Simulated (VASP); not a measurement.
# Te2Mo (P6_3/mmc) in VASP: notebook

Runs on Te2Mo. Level: PBE+D3(BJ). Tasks: single point.

All numbers are computed with VASP 6.6.1; they aren't measurements. Logs are shortened: lines on timing, memory, paths and dates and some standing lists are left out, and cuts for length are marked.

## Step 1: The cell of the first run

The structure is hexagonal, space group P6_3/mmc (No. 194). Conventional cell: a = 3.517 Å, b = 3.517 Å, c = 13.945 Å, α = 90.00°, β = 90.00°, γ = 120.00°. Within 3.7 Å of Te (site symmetry 3m) lie 3 Mo at 2.72 Å and 7 Te at 3.52 to 3.63 Å. Mo (site symmetry -6m2) has 6 Te at 2.72 Å and 6 Mo at 3.52 Å within 3.6 Å.

## Step 2: Single point, PBE+D3(BJ) (24.90 Å³/atom)

The input, INCAR:

```
  ALGO = Normal
  EDIFF = 1E-6
  ENCUT = 520
  GGA = PE
  ISIF = 2
  ISMEAR = 0
  IVDW = 12
  LASPH = T
  LCHARG = T
  LELF = T
  LREAL = F
  LVHAR = T
  LWAVE = F
  NBANDS = 35
  NELM = 60
  PREC = Accurate
  SIGMA = 0.02
```

The input, KPOINTS:

```
k-points
0
Gamma
  12 12 2
```

The input, POSCAR:

```
Te2Mo
1.0
    3.5173110612      0.0000000000      0.0000000000
   -1.7586555306      3.0460807320      0.0000000000
    0.0000000000      0.0000000000     13.9445827160
Te Mo
4 2
Direct
    0.3333333333      0.6666666667      0.6199021372
    0.6666666667      0.3333333333      0.1199021372
    0.3333333333      0.6666666667      0.8800978628
    0.6666666667      0.3333333333      0.3800978628
    0.3333333333      0.6666666667      0.2500000000
    0.6666666667      0.3333333333      0.7500000000
```

Potentials or basis: VASP PAW PBE potentials, release 64 (Te, Mo_sv).

Run with:

```bash
$ cat potpaw_PBE.64/Te/POTCAR potpaw_PBE.64/Mo_sv/POTCAR > POTCAR
$ mpirun -np 1 vasp_std > vasp.out
```

OUTCAR:

```text
EDIFF = 1E-6
   ENCUT = 520
   GGA = PE
   ISIF = 2
   ISMEAR = 0
   IVDW = 12
   LASPH = T
   LREAL = F
   NELM = 60
   PREC = Accurate
 IVDW          = 12

 ion  position               nearest neighbor table
   1  0.333  0.667  0.620-   6 2.72   6 2.72   6 2.72   3 3.63
   2  0.667  0.333  0.120-   5 2.72   5 2.72   5 2.72   4 3.63
   3  0.333  0.667  0.880-   6 2.72   6 2.72   6 2.72   1 3.63
   4  0.667  0.333  0.380-   5 2.72   5 2.72   5 2.72   2 3.63
   5  0.333  0.667  0.250-   2 2.72   4 2.72   2 2.72   4 2.72   2 2.72   4 2.72
   6  0.667  0.333  0.750-   1 2.72   3 2.72   1 2.72   3 2.72   1 2.72   3 2.72

  LATTYP: Found a hexagonal cell.
 ALAT       =     3.5173110612
 C/A-ratio  =     3.9645577185

  Lattice vectors:

 A1 = (   3.5173110612,   0.0000000000,   0.0000000000)
 A2 = (  -1.7586555306,   3.0460807320,   0.0000000000)
 A3 = (   0.0000000000,   0.0000000000,  13.9445827160)

Analysis of symmetry for initial positions (statically):
=====================================================================
 Subroutine PRICEL returns:
 Original cell was already a primitive cell.

 Routine SETGRP: Setting up the symmetry group for a
 hexagonal supercell.

 Subroutine GETGRP returns: Found 24 space group operations
 (whereof 12 operations were pure point group operations)
 out of a pool of 24 trial point group operations.

The static configuration has the point symmetry D_3d.
 The point group associated with its full space group is D_6h.

Analysis of symmetry for dynamics (positions and initial velocities):
=====================================================================
 Subroutine PRICEL returns:
 Original cell was already a primitive cell.

 Routine SETGRP: Setting up the symmetry group for a
 hexagonal supercell.

 Subroutine GETGRP returns: Found 24 space group operations
 (whereof 12 operations were pure point group operations)
 out of a pool of 24 trial point group operations.

The dynamic configuration has the point symmetry D_3d.
 The point group associated with its full space group is D_6h.

 Subroutine INISYM returns: Found 24 space group operations
 (whereof 12 operations are pure point group operations),
 and found     1 'primitive' translations

----------------------------------------------------------------------------------------

                                     Primitive cell

  volume of cell :     149.4024

  direct lattice vectors                    reciprocal lattice vectors
     3.517311061  0.000000000  0.000000000     0.284308093  0.164145354  0.000000000
    -1.758655531  3.046080732  0.000000000     0.000000000  0.328290708  0.000000000
     0.000000000  0.000000000 13.944582716     0.000000000  0.000000000  0.071712436

  length of vectors
     3.517311061  3.517311061 13.944582716     0.328290708  0.328290708  0.071712436

  position of ions in fractional coordinates (direct lattice)
     0.333333333  0.666666667  0.619902137
     0.666666667  0.333333333  0.119902137
     0.333333333  0.666666667  0.880097863
     0.666666667  0.333333333  0.380097863
     0.333333333  0.666666667  0.250000000
     0.666666667  0.333333333  0.750000000

  ion indices of the primitive-cell ions
   primitive index   ion index
                 1           1
                 2           2
                 3           3
                 4           4
                 5           5
                 6           6

----------------------------------------------------------------------------------------

 KPOINTS: k-points

Automatic generation of k-mesh.
 Grid dimensions read from file:
 generate k-points for:   12   12    2

 Generating k-lattice:

  Cartesian coordinates                     Fractional coordinates (reciprocal lattice)
     0.023692341  0.013678779  0.000000000     0.083333333  0.000000000  0.000000000
     0.000000000  0.027357559  0.000000000     0.000000000  0.083333333  0.000000000
     0.000000000  0.000000000  0.035856218     0.000000000  0.000000000  0.500000000

  Length of vectors
     0.027357559  0.027357559  0.035856218

  Shift w.r.t. Gamma in fractional coordinates (k-lattice)
     0.000000000  0.000000000  0.000000000

 Subroutine IBZKPT returns following result:
 ===========================================

 Found     38 irreducible k-points:

 Following reciprocal coordinates:
            Coordinates               Weight
  0.000000  0.000000  0.000000      1.000000
  0.083333 -0.000000  0.000000      6.000000
  0.166667 -0.000000  0.000000      6.000000
  0.250000 -0.000000  0.000000      6.000000
  0.333333 -0.000000  0.000000      6.000000
  0.416667  0.000000  0.000000      6.000000
[... 16 lines left out ...]
  0.250000 -0.000000  0.500000      6.000000
  0.333333 -0.000000  0.500000      6.000000
 [... further k-points ...]
   k-points           NKPTS =     38   k-points in BZ     NKDIM =     38   number of bands    NBANDS=     35
   number of dos      NEDOS =    301   number of ions     NIONS =      6
   total plane-waves  NPLWV =  84672
   dimension x,y,z NGX =    28 NGY =   28 NGZ =  108
   dimension x,y,z NGXF=    56 NGYF=   56 NGZF=  216
   ions per type =               4   2
   NGX,Y,Z   is equivalent  to a cutoff of  13.23, 13.23, 12.88 a.u.
   NGXF,Y,Z  is equivalent  to a cutoff of  26.47, 26.47, 25.75 a.u.
 SYSTEM =  unknown system
   PREC   = accura    normal or accurate (medium, high low for compatibility)
   ISTART =      0    job   : 0-new  1-cont  2-samecut
   ICHARG =      2    charge: 1-file 2-atom 10-const
   ISPIN  =      1    spin polarized calculation?
   LNONCOLLINEAR =      F non collinear calculations
   LSORBIT =      F    spin-orbit coupling
   LASPH  =      T    aspherical Exc in radial PAW
   ENCUT  =  520.0 eV  38.22 Ry    6.18 a.u.   6.54  6.54 25.93*2*pi/ulx,y,z
   NELM   =     60;   NELMIN=  2; NELMDL= -5     # of ELM steps
   EDIFF  = 0.1E-05   stopping-criterion for ELM
   LREAL  =      F    real-space projection
   EDIFFG = 0.1E-04   stopping-criterion for IOM
   NSW    =      0    number of steps for IOM
   IBRION =     -1    ionic relax: 0-MD 1-quasi-New 2-CG
   NFREE  =      0    steps in history (QN), initial steepest desc. (CG)
   ISIF   =      2    stress and relaxation
   ISYM   =      2    0-nonsym 1-usesym 2-fastsym
   POTIM  = 0.5000    time-step for ionic-motion
   TEBEG  =    0.0;   TEEND  =   0.0 temperature during run
   PSTRESS=    0.0 pullay stress
   NELECT =      52.0000    total number of electrons
   NUPDOWN=      -1.0000    fix difference up-down
   EMIN   =  10.00;   EMAX   =-10.00  energy-range for DOS
   EFERMI =   0.00;   METHOD = LEGACY
   ISMEAR =     0;   SIGMA  =   0.02  broadening in eV -4-tet -1-fermi 0-gaus
   EFERMI_NEDOS =   21; number of points for ismear=-14 and -15
   IALGO  =     38    algorithm
   IMIX   =      4    mixing-type and parameters
     AMIX     =   0.40;   BMIX     =  1.00
     AMIX_MAG =   1.60;   BMIX_MAG =  1.00
  volume/ion in A,a.u.               =      24.90       168.04
  Fermi-wavevector in a.u.,A,eV,Ry     =   1.151569  2.176150 18.042844  1.326112
  Thomas-Fermi vector in A             =   2.288226
   LORBIT       =      0    0 simple, 1 ext, 2 COOP (PROOUT), +10 PAW based schemes
   GGA     = PE    functional components
   LHFCALC =     F    Hartree Fock is set to
   AEXX    =    0.0000 exact exchange contribution
   IVDW    =    12    specifies the selected vdW correction
   LEPSILON=     F    determine dielectric tensor
   LRPA    =     F    only Hartree local field effects (RPA)
 non-spin polarized calculation
 Gauss-broadening in eV      SIGMA  =   0.02
  energy-cutoff  :      520.00
  volume of cell :      149.40
 maximum number of plane-waves:      4084
 NGX is ok and might be reduce to    28
   NGX = 13   NGY = 13   NGZ = 51

 number of electron      51.9999997 magnetization

 Free energy of the ion-electron system (eV)
  ---------------------------------------------------
  ext. energy  EPLUGINS =         0.00000000
  ---------------------------------------------------
  free energy    TOTEN  =       -35.98653535 eV

  energy without entropy =      -35.98653535  energy(sigma->0) =      -35.98653535

 E-fermi :   8.4726     XC(G=0): -10.4690

 val. band max:        8.1857273966   @ k =   0.0000   0.0000   0.0000
 cond. band min:       8.9227899176   @ k =   0.2500   0.1667   0.0000
 fundamental gap:      0.7370625210
 Fermi energy:         8.4725702418

 k-point     1 :       0.0000    0.0000    0.0000
  band No.  band energies     occupation
      1     -52.6328      2.00000
      2     -52.6328      2.00000
      3     -26.7984      2.00000
      4     -26.7984      2.00000
      5     -26.6712      2.00000
      6     -26.6712      2.00000
[... 27 lines left out ...]
     34      11.5616      0.00000
     35      13.8962      0.00000

 k-point     2 :       0.0833   -0.0000    0.0000
  band No.  band energies     occupation
      1     -52.6321      2.00000
      2     -52.6321      2.00000
      3     -26.7965      2.00000
      4     -26.7965      2.00000
      5     -26.6799      2.00000
      6     -26.6799      2.00000
[... 27 lines left out ...]
     34      11.3724      0.00000
     35      14.3379      0.00000

 k-point     3 :       0.1667   -0.0000    0.0000
  band No.  band energies     occupation
      1     -52.6303      2.00000
      2     -52.6303      2.00000
      3     -26.7913      2.00000
      4     -26.7912      2.00000
      5     -26.7038      2.00000
      6     -26.7038      2.00000
[... 27 lines left out ...]
     34      11.5743      0.00000
     35      14.5621      0.00000

 k-point     4 :       0.2500   -0.0000    0.0000
  band No.  band energies     occupation
      1     -52.6279      2.00000
      2     -52.6279      2.00000
      3     -26.7841      2.00000
      4     -26.7841      2.00000
      5     -26.7361      2.00000
      6     -26.7361      2.00000
[... 27 lines left out ...]
     34      11.7916      0.00000
     35      14.3464      0.00000

 k-point     5 :       0.3333   -0.0000    0.0000
  band No.  band energies     occupation
      1     -52.6254      2.00000
      2     -52.6254      2.00000
      3     -26.7769      2.00000
      4     -26.7769      2.00000
      5     -26.7683      2.00000
      6     -26.7683      2.00000
[... 638 lines left out ...]
 k-point    22 :       0.1667   -0.0000    0.5000
  band No.  band energies     occupation
      1     -52.6303      2.00000
      2     -52.6303      2.00000
      3     -26.7912      2.00000
      4     -26.7912      2.00000
      5     -26.7038      2.00000
      6     -26.7038      2.00000
[... 27 lines left out ...]
     34      11.4433      0.00000
     35      15.0011      0.00000

 k-point    23 :       0.2500   -0.0000    0.5000
  band No.  band energies     occupation
      1     -52.6279      2.00000
      2     -52.6279      2.00000
      3     -26.7841      2.00000
      4     -26.7841      2.00000
      5     -26.7361      2.00000
      6     -26.7361      2.00000
[... 27 lines left out ...]
     34      11.5773      0.00000
     35      14.2644      0.00000

 k-point    24 :       0.3333   -0.0000    0.5000
  band No.  band energies     occupation
      1     -52.6254      2.00000
      2     -52.6254      2.00000
      3     -26.7769      2.00000
      4     -26.7769      2.00000
      5     -26.7683      2.00000
      6     -26.7683      2.00000
[... 27 lines left out ...]
     34      11.6529      0.00000
     35      13.3573      0.00000

 [... further k-points ...]

------------------------ aborting loop because EDIFF is reached ----------------------------------------

 Edisp (eV)   -3.22741

 E8    (eV) :    -1.4880

  FORCE on cell =-STRESS in cart. coord.  units (eV):
  Direction    XX          YY          ZZ          XY          YZ          ZX
  --------------------------------------------------------------------------------------
  -------------------------------------------------------------------------------------
  Total      -1.08515    -1.08515    -1.00004    -0.00000     0.00000     0.00000
  in kB     -11.63709   -11.63709   -10.72430    -0.00000     0.00000     0.00000
  external pressure =      -11.33 kB  Pullay stress =        0.00 kB

 VOLUME and BASIS-vectors are now :
 -----------------------------------------------------------------------------
  energy-cutoff  :      520.00
  volume of cell :      149.40
      direct lattice vectors                 reciprocal lattice vectors
     3.517311061  0.000000000  0.000000000     0.284308093  0.164145354  0.000000000
    -1.758655531  3.046080732  0.000000000     0.000000000  0.328290708  0.000000000
     0.000000000  0.000000000 13.944582716     0.000000000  0.000000000  0.071712436

 POSITION                                       TOTAL-FORCE (eV/Angst)
 -----------------------------------------------------------------------------------
     -0.00000      2.03072      8.64428         0.000000      0.000000     -0.013486
      1.75866      1.01536      1.67199        -0.000000      0.000000     -0.013486
     -0.00000      2.03072     12.27260         0.000000     -0.000000      0.013486
      1.75866      1.01536      5.30031         0.000000      0.000000      0.013486
     -0.00000      2.03072      3.48615         0.000000     -0.000000     -0.000000
      1.75866      1.01536     10.45844        -0.000000      0.000000     -0.000000
 -----------------------------------------------------------------------------------
    total drift:                               -0.000000      0.000000     -0.000000

  FREE ENERGIE OF THE ION-ELECTRON SYSTEM (eV)
  ---------------------------------------------------
  free  energy   TOTEN  =       -39.2139425865 eV

  energy  without entropy=      -39.2139425865  energy(sigma->0) =      -39.21394259
```

Run time: 8.1 min. Hardware: 1 thread of Intel Xeon 8259CL, shared host; peak memory 0.39 GiB.

Results:

- Free energy: -39.2139 eV
- Pressure: -1.1 GPa
- Largest force: 0.013 eV/Å
- Band gap on the k mesh: 0.74 eV (least direct gap 1.05 eV)
- Dispersion energy per atom: -0.538 eV

Forces on the atoms (eV/Å):
```
Te   0.000  0.000 -0.013
Te   0.000  0.000 -0.013
Te   0.000  0.000  0.013
Te   0.000  0.000  0.013
Mo   0.000  0.000  0.000
Mo   0.000  0.000  0.000
```

Stress tensor (GPa, compression positive):
```
-1.16  0.00  0.00
 0.00 -1.16  0.00
 0.00  0.00 -1.07
```

Levels at points of the mesh, in eV from the valence-band top:
```csv
k point,band 23,band 24,band 25,band 26,band 27,band 28,band 29,band 30
"(0.00, 0.00, 0.00)",-0.99,-0.99,-0.29,0.00,2.89,2.89,3.04,3.04
"(0.50, 0.00, 0.00)",-1.01,-0.95,-0.59,-0.28,1.28,1.34,1.45,1.80
"(0.00, 0.00, 0.50)",-1.00,-1.00,-0.07,-0.07,2.93,2.93,2.93,2.93
"(0.50, 0.00, 0.50)",-0.96,-0.96,-0.44,-0.44,1.30,1.30,1.64,1.64
```

Caveat: semilocal functionals underestimate gaps, and a narrow one can read as zero; spin-orbit coupling is left out, which moves the levels of the heavy elements. A k mesh can miss the band edges.

(Part 1 of 2 ends here.)
